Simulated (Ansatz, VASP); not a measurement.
# Al3InAs4 in VASP and in Ansatz

File INCAR:

```
PREC     = Accurate       # precision mode
ENCUT    = 520            # plane-wave cutoff, eV
EDIFF    = 1E-7           # SCF threshold, eV
ISMEAR   = 0              # smearing method
SIGMA    = 0.1            # smearing width, eV
LREAL    = False          # projectors in reciprocal space
LASPH    = True           # aspherical terms in the spheres
NELM     = 80             # most SCF steps
ALGO     = Normal         # electronic algorithm
ISIF     = 2              # what is computed and relaxed
LWAVE    = False          # write WAVECAR
LCHARG   = False          # write CHGCAR
GGA      = PE             # functional
NBANDS   = 31             # bands
```

File KPOINTS:

```
regular mesh
0
Gamma
  2 2 2
```

Contents of POSCAR:

```
Al3InAs4
1.0
    5.8354873000      0.0000000000      0.0000000000
    0.0000000000      5.8354873000      0.0000000000
    0.0000000000      0.0000000000      5.8354873000
Al In As
3 1 4
Direct
    0.5000000000      0.0000000000      0.0000000000
    0.0000000000      0.0000000000      0.5000000000
    0.0000000000      0.5000000000      0.0000000000
    0.5000000000      0.5000000000      0.5000000000
    0.7606310000      0.2393690000      0.7606310000
    0.7606310000      0.7606310000      0.2393690000
    0.2393690000      0.2393690000      0.2393690000
    0.2393690000      0.7606310000      0.7606310000
```

Input for Ansatz:

```yaml
crystal:
  lattice:
    - [5.8354873, 0.0, 0.0]
    - [0.0, 5.8354873, 0.0]
    - [0.0, 0.0, 5.8354873]
  atoms:
    - { symbol: Al, position: [0.5, 0.0, 0.0] }
    - { symbol: Al, position: [0.0, 0.0, 0.5] }
    - { symbol: Al, position: [0.0, 0.5, 0.0] }
    - { symbol: In, position: [0.5, 0.5, 0.5] }
    - { symbol: As, position: [0.760631, 0.239369, 0.760631] }
    - { symbol: As, position: [0.760631, 0.760631, 0.239369] }
    - { symbol: As, position: [0.239369, 0.239369, 0.239369] }
    - { symbol: As, position: [0.239369, 0.760631, 0.760631] }
basis:
  ecutwfc: 420
kpoints:
  mp_grid: { grid: [2, 2, 2] }
hamiltonian:
  xc: pbe
scf:
  occupations: { method: gaussian, width: 0.1 }
  lower_state_search: "off"
output:
  forces: true
  stress: true
  eigenvalues: true
```

Alike in both runs: task single point; functional PBE; k mesh 2 × 2 × 2; occupations gaussian, width 0.1 eV; no spin polarisation.

|  | VASP | Ansatz |
| --- | --- | --- |
| version | VASP 6.6.1 | Ansatz 0.2.0 |
| potentials or method | VASP PAW PBE potentials, release 64 (Al, In_d, As), cutoff 520 eV | scalar-relativistic, plane waves, PAW |
| valence electrons in the cell | 42 | 82 |

|  | VASP | Ansatz | Ansatz less VASP |
| --- | --- | --- | --- |
| gap on the k mesh at the Fermi level (eV) | 1.15 | 1.15 | -0.003 |
| least direct gap on the mesh (eV) | 1.15 | 1.15 | -0.003 |
| pressure (GPa) | 0.2 | 0.1 | -0.13 |
| rms of the force components (eV/Å) | 0.021 | 0.023 | +0.0012 |

Atom by atom the forces differ by 0.001 eV/Å (rms over components). VASP's potentials hold 42 valence electrons a cell and Ansatz's 82, so a difference there can come from the potentials and not from the codes.

The k mesh is coarse, so the values compare programs but aren't converged.
